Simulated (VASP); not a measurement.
The system is LiInC3.

```xyz
5
Lattice="2.8377 -2.8744 0.0000 2.8377 2.8744 0.0000 0.0000 0.0000 4.0323" Properties=species:S:1:pos:R:3 pbc="T T T"
Li    0.0000    0.0000    2.0162
In    2.8377    0.0000    0.0000
C     2.8377    0.0000    2.0162
C     1.4189   -1.4372    0.0000
C     1.4189    1.4372    0.0000
```

```yaml
Program: VASP 6.6.1
Task: relaxation of cell and atoms
Functional: PBE
Potentials_or_basis: VASP PAW PBE potentials, release 64 (Li_sv, In_d, C)
Cutoff: 600 eV
k_mesh: 4 × 4 × 4
Occupations: gaussian, width 0.1 eV
Spin: no spin polarisation
```

At the start: pressure 28.9 GPa; volume 13.16 Å³/atom.

Question: How do energy, volume and symmetry change on relaxing?

Answer: Over 19 steps the energy falls by 729.8 meV/atom and the volume is 14.28 Å³/atom (+8.5 %); space group Cmmm (No. 65, to 0.05 Å).

Step by step:
| step | energy change (eV) | largest force (eV/Å) | pressure (GPa) | volume (Å³) |
| --- | --- | --- | --- | --- |
| 1 | 0.0000 | 0.0000 | 28.87 | 65.78 |
| 2 | -1.3430 | 0.0000 | -3.40 | 91.03 |
| 3 | -1.4056 | 0.0000 | 0.23 | 85.06 |
| 4 | -1.4059 | 0.0000 | -0.06 | 85.48 |
| 5 | -1.4080 | 0.0000 | -0.08 | 85.47 |
| 6 | -1.4174 | 0.0000 | -0.12 | 85.44 |
| 7 | -1.4502 | 0.0000 | -0.29 | 85.35 |
| 8 | -1.5604 | 0.0000 | -0.79 | 85.01 |
| 9 | -1.9182 | 0.0000 | -1.79 | 83.70 |
| 10 | -3.1719 | 0.0000 | -4.94 | 78.56 |
| 11 | -1.7934 | 0.0000 | 25.10 | 58.11 |
| 12 | -3.4986 | 0.0000 | -4.20 | 76.24 |
| 13 | -3.6145 | 0.0000 | -2.62 | 73.49 |
| 14 | -3.6055 | 0.0000 | -3.43 | 74.64 |
| 15 | -3.6167 | 0.0000 | -3.17 | 74.21 |
| 16 | -3.6461 | 0.0000 | -0.87 | 72.17 |
| 17 | -3.6487 | 0.0000 | 0.05 | 71.42 |
| 18 | -3.6487 | 0.0000 | 0.12 | 71.36 |
| 19 | -3.6492 | 0.0000 | 0.08 | 71.40 |

Final structure:
```
CELL_PARAMETERS angstrom
1.94883 -4.14149 0.00000
1.94883 4.14149 0.00000
0.00000 0.00000 4.42312
ATOMIC_POSITIONS crystal
Li 0.00000 0.00000 0.50000
In 0.50000 0.50000 0.00000
C 0.50000 0.50000 0.50000
C 0.50000 0.00000 0.00000
C 0.00000 0.50000 0.00000
```

Caveat: the k points lie up to 0.45 Å⁻¹ apart in the final cell; the cutoff is under 1.25 times the usual one of these potentials, so pressure, stress and relaxed cells hold a basis-set (Pulay) error.
